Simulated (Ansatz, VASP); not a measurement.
HfO2 in VASP and in Ansatz

File INCAR:

```
PREC     = Accurate       # precision mode
ENCUT    = 520            # plane-wave cutoff, eV
EDIFF    = 1E-6           # SCF threshold, eV
ISMEAR   = 0              # smearing method
SIGMA    = 0.05           # smearing width, eV
LREAL    = False          # projectors in reciprocal space
LASPH    = True           # aspherical terms in the spheres
NELM     = 60             # most SCF steps
ALGO     = Normal         # electronic algorithm
ISIF     = 2              # what is computed and relaxed
LWAVE    = False          # write WAVECAR
LCHARG   = False          # write CHGCAR
GGA      = PE             # functional
NBANDS   = 31             # bands
```

The input KPOINTS:

```
Automatic mesh
0
Gamma
  6 6 6
```

POSCAR

```
HfO2
1.0
    3.5580193300      0.0000000000      0.0000000000
    0.0000000000      3.5580193300      0.0000000000
    0.0000000000      0.0000000000      5.1718612100
Hf O
2 4
Direct
    0.6462955849      0.5000000000      0.4422987157
    0.0000000000      0.0000000000      0.0000000000
    0.0000000000      0.5000000000      0.6972078800
    0.5000000000      0.0000000000      0.8027921200
    0.5000000000      0.0000000000      0.3027921200
    0.0000000000      0.5000000000      0.1972078800
```

Input for Ansatz:

```yaml
crystal:
  lattice:
    - [3.55801933, 0.0, 0.0]
    - [0.0, 3.55801933, 0.0]
    - [0.0, 0.0, 5.17186121]
  atoms:
    - { symbol: Hf, position: [0.6462955849, 0.5, 0.4422987157] }
    - { symbol: Hf, position: [0.0, 0.0, 0.0] }
    - { symbol: O, position: [0.0, 0.5, 0.69720788] }
    - { symbol: O, position: [0.5, 0.0, 0.80279212] }
    - { symbol: O, position: [0.5, 0.0, 0.30279212] }
    - { symbol: O, position: [0.0, 0.5, 0.19720788] }
basis:
  ecutwfc: 420
kpoints:
  mp_grid: { grid: [6, 6, 6] }
hamiltonian:
  xc: pbe
scf:
  occupations: { method: gaussian, width: 0.05 }
output:
  forces: true
  stress: true
  eigenvalues: true
```

Alike in both runs: task single point; functional PBE; k mesh 6 × 6 × 6; occupations gaussian, width 0.05 eV; no spin polarisation.

|  | VASP | Ansatz |
| --- | --- | --- |
| version | VASP 6.6.1 | Ansatz 0.2.0 |
| potentials or method | VASP PAW PBE potentials, release 64 (Hf_pv, O), cutoff 520 eV | scalar-relativistic, plane waves, PAW |
| valence electrons in the cell | 44 | 76 |

|  | VASP | Ansatz | Ansatz less VASP |
| --- | --- | --- | --- |
| gap on the k mesh at the Fermi level (eV) | 3.35 | 3.40 | +0.051 |
| least direct gap on the mesh (eV) | 3.76 | 3.79 | +0.036 |
| rms of the force components (eV/Å) | 3.259 | 3.269 | +0.0104 |

Atom by atom the forces differ by 0.041 eV/Å (rms over components). The functional is the same, so the differences come from potentials, cutoffs and numerics. VASP's potentials hold 44 valence electrons a cell and Ansatz's 76, so a difference there can come from the potentials and not from the codes.

Neither program's run includes spin-orbit coupling.
